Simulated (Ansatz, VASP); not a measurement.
**One calculation of BN, two programs**

Contents of INCAR:

```
SYSTEM = BN
  PREC = Accurate
  ENCUT = 520
  EDIFF = 1E-7
  ISMEAR = 0
  SIGMA = 0.05
  LREAL = .False.
  LASPH = .True.
  NELM = 100
  ALGO = Normal
  ISIF = 2
  LWAVE = .False.
  LCHARG = .False.
  GGA = PE
  NBANDS = 11
```

Contents of KPOINTS:

```
Automatic mesh
0
Gamma
  12 12 12
  0 0 0
```

POSCAR

```
BN
1.0
    0.0203889208      1.8123485119      1.8123485119
    1.8123485119      0.0203889208      1.8123485119
    1.8327374327      1.8327374327      0.0000000000
B N
1 1
Direct
    0.0000000000      0.0000000000      0.0000000000
    0.7500000000      0.7500000000      0.7500000000
```

Input for Ansatz:

```yaml
crystal:
  lattice:
    - [0.0203889208, 1.8123485119, 1.8123485119]
    - [1.8123485119, 0.0203889208, 1.8123485119]
    - [1.8327374327, 1.8327374327, 0.0]
  atoms:
    - { symbol: B, position: [0.0, 0.0, 0.0] }
    - { symbol: "N", position: [0.75, 0.75, 0.75] }
basis:
  ecutwfc: 420
kpoints:
  mp_grid: { grid: [12, 12, 12] }
hamiltonian:
  xc: pbe
scf:
  occupations: { method: gaussian, width: 0.05 }
output:
  forces: true
  stress: true
  eigenvalues: true
```

Change from the starting cell: strain +0.0225 x Voigt [0, 0, 0, 0, 0, 1], atoms carried along.

Alike in both runs: task single point; functional PBE; k mesh 12 × 12 × 12; occupations gaussian, width 0.05 eV; no spin polarisation.

|  | VASP | Ansatz |
| --- | --- | --- |
| version | VASP 6.6.1 | Ansatz 0.2.0 |
| potentials or method | VASP PAW PBE potentials, release 64 (B, N), cutoff 520 eV | scalar-relativistic, plane waves, PAW |
| valence electrons in the cell | 8 | 8 |

Ansatz gave:

```
gap on the k mesh at the Fermi level (eV)                     : 4.39
least direct gap on the mesh (eV)                             : 8.45
pressure (GPa)                                                : 0.2
traceless stress, the component that is largest in VASP (GPa) : -9.96
rms of the force components (eV/Å)                            : 0.017
```

Task: Which values does VASP return?

Result: gap on the k mesh at the Fermi level (eV): 4.38; least direct gap on the mesh (eV): 8.44; pressure (GPa): 0.5; traceless stress, the component that is largest in VASP (GPa): -10.04; rms of the force components (eV/Å): 0.020.

Atom by atom the forces differ by 0.002 eV/Å (rms over components). With one functional, cell and mesh, what is left measures potentials, basis and numerics.
